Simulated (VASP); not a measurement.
The system is ZnS.

```xyz
12
Lattice="3.7605 0.0000 0.0000 -1.8802 3.2567 0.0000 0.0000 0.0000 18.4374" Properties=species:S:1:pos:R:3 pbc="T T T"
Zn    0.0000    2.1711   15.3644
Zn    1.8802    1.0856    6.1457
Zn    1.8802    1.0856   12.2917
Zn    0.0000    2.1711    3.0730
Zn    0.0000    0.0000    9.2187
Zn    0.0000    0.0000    0.0000
S     0.0000    2.1711   17.6691
S     1.8802    1.0856    8.4504
S     1.8802    1.0856   14.5963
S     0.0000    2.1711    5.3776
S     0.0000    0.0000   11.5234
S     0.0000    0.0000    2.3047
```

Base run:

* Program: VASP 6.6.1
* Functional: LDA
* Potentials or basis: VASP PAW LDA potentials, release 64 (Zn, S)
* Cutoff: 520 eV
* k mesh: 8 × 8 × 2
* Occupations: fermi-dirac, width 0.05 eV
* Spin: no spin polarisation

Its results: band gap on the k mesh 2.13 eV; pressure -0.8 GPa; largest force 0.034 eV/Å.

Task: The run is repeated on the same cell with these changes: functional from LDA to PBE exchange alone; potentials or basis from VASP PAW LDA potentials, release 64 (Zn, S) to VASP PAW PBE potentials, release 64 (Zn, S). What comes out?

Result: Band gap on the k mesh 2.41 eV; pressure 17.0 GPa; largest force 0.053 eV/Å.

Caveats: the cell stands under pressure (at least some runs).

A k mesh can miss the band edges.
